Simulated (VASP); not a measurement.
A run of VASP 6.6.1 is set up as follows.

INCAR

```
PREC     = Accurate       # precision mode
ENCUT    = 520            # plane-wave cutoff, eV
EDIFF    = 1E-7           # SCF threshold, eV
ISMEAR   = 0              # smearing method
SIGMA    = 0.15           # smearing width, eV
LREAL    = F              # projectors in reciprocal space
LASPH    = T              # aspherical terms in the spheres
NELM     = 100            # most SCF steps
ALGO     = Normal         # electronic algorithm
ISIF     = 2              # what is computed and relaxed
LWAVE    = F              # write WAVECAR
LCHARG   = F              # write CHGCAR
GGA      = PS             # functional
NBANDS   = 12             # bands
```

File KPOINTS:

```
regular mesh
0
Gamma
  20 20 20
```

Contents of POSCAR:

```
Au
1.0
   -1.5744055500      1.5744055500      1.7401324500
    1.5744055500     -1.5744055500      1.7401324500
    1.5744055500      1.5744055500     -1.7401324500
Au
1
Direct
    0.0000000000      0.0000000000      0.0000000000
```

Potentials or basis: VASP PAW PBE potentials, release 64 (Au).

Launch:

```console
$ cat potpaw_PBE.64/Au/POTCAR > POTCAR
$ mpirun -np 1 vasp_std > vasp.out
```

(1) What does it give for the pressure?

## Answers

(1) -2.3 GPa.

Caveat: the cell differs from its parent crystal (strain -0.050 along x and y, +0.050 along z); the PAW data sets were made with another functional, which shifts forces and pressure a little.
